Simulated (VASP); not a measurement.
Write the native input for VASP 6.6.1 that does the following.

* Task: single point
* Functional: PBEsol
* Potentials or basis: VASP PAW PBE potentials, release 64 (Ni, Ge_d)
* Cutoff: 520 eV
* k mesh: 10 × 7 × 1
* Occupations: gaussian, width 0.1 eV
* Spin: no spin polarisation
* Dipole correction: yes
* Further INCAR settings: LREAL = Auto; ALGO = Fast; EDIFF = 1e-06; NBANDS = 110

The structure of NiGe lies in POSCAR:

```
NiGe
1.0
    3.4400167570      0.0000000000      0.0000000000
    0.0000000000      5.3107948293      0.0000000000
    0.0000000000      0.0000000000     25.9018652880
Ni Ge
8 8
Direct
    0.2500000000      0.9929865330      0.2895544362
    0.2500000000      0.4929865330      0.3166438570
    0.7500000000      0.5070134670      0.4003429337
    0.7500000000      0.0070134670      0.4274323546
    0.2500000000      0.9929865330      0.5111314313
    0.2500000000      0.4929865330      0.5382208521
    0.7500000000      0.5070134670      0.6219199288
    0.7500000000      0.0070134670      0.6490093497
    0.7500000000      0.1883574517      0.3389067196
    0.2500000000      0.8116425483      0.3780800712
    0.2500000000      0.3116425483      0.4496952171
    0.7500000000      0.6883574517      0.4888685687
    0.7500000000      0.1883574517      0.5604837147
    0.2500000000      0.8116425483      0.5996570663
    0.2500000000      0.3116425483      0.6712722122
    0.7500000000      0.6883574517      0.7104455638
```

The input as run:

INCAR

```
SYSTEM = NiGe
  ALGO = Fast
  DIPOL = 0.5 0.5 0.497
  EDIFF = 1E-6
  ENCUT = 520
  GGA = PS
  IDIPOL = 3
  ISIF = 2
  ISMEAR = 0
  LASPH = .TRUE.
  LCHARG = .TRUE.
  LDIPOL = .TRUE.
  LELF = .TRUE.
  LREAL = Auto
  LVACPOTAV = .TRUE.
  LVHAR = .TRUE.
  LWAVE = .FALSE.
  NBANDS = 110
  NELM = 60
  PREC = Accurate
  SIGMA = 0.1
```

KPOINTS

```
k-points
0
G
  10 7 1
  0 0 0
```

Potentials or basis: VASP PAW PBE potentials, release 64 (Ni, Ge_d).

Run with:

```sh
$ cat potpaw_PBE.64/Ni/POTCAR potpaw_PBE.64/Ge_d/POTCAR > POTCAR
$ mpirun -np 1 vasp_std > vasp.out
```

Results of the run:

| Item | Value |
| --- | --- |
| Largest force | 1.621 eV/Å |
| Band gap on the k mesh | zero (bands 96 and 97 overlap by 1.26 eV) |

Caveat: the PAW data sets were made with another functional, which shifts forces and pressure a little.

Run time: 92 min on 1 thread of Oxide Virtual Turin-like Processor, on a shared host, peak memory 0.94 GiB.
